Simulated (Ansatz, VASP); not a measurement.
**TiPbO3 in VASP and in Ansatz**

```
CELL_PARAMETERS angstrom
3.96654 0.00000 0.00000
0.00000 3.96654 0.00000
0.00000 0.00000 3.96654
ATOMIC_POSITIONS crystal
Ti 0.50000 0.50000 0.50000
Pb 0.00000 0.00000 0.00000
O 0.00000 0.50000 0.50000
O 0.50000 0.00000 0.50000
O 0.50000 0.50000 0.00000
```

Alike in both runs: functional PBE; k mesh 6 × 6 × 6; no spin polarisation.

Ansatz relaxed the structure, and its values are those at the end. VASP's run is a single point on that final structure, the one shown.

|  | VASP | Ansatz |
| --- | --- | --- |
| version | VASP 6.6.1 | Ansatz 0.2.0 |
| potentials or method | VASP PAW PBE potentials, release 64 (Ti_sv, Pb_d, O), cutoff 600 eV | plane waves, PAW |
| occupations | gaussian, width 0.01 eV | fixed |
| valence electrons in the cell | 44 | 44 |

```csv
,VASP,Ansatz,Ansatz less VASP
pressure (GPa),0.1,0.0,-0.12
```

Spin-orbit coupling is off throughout.
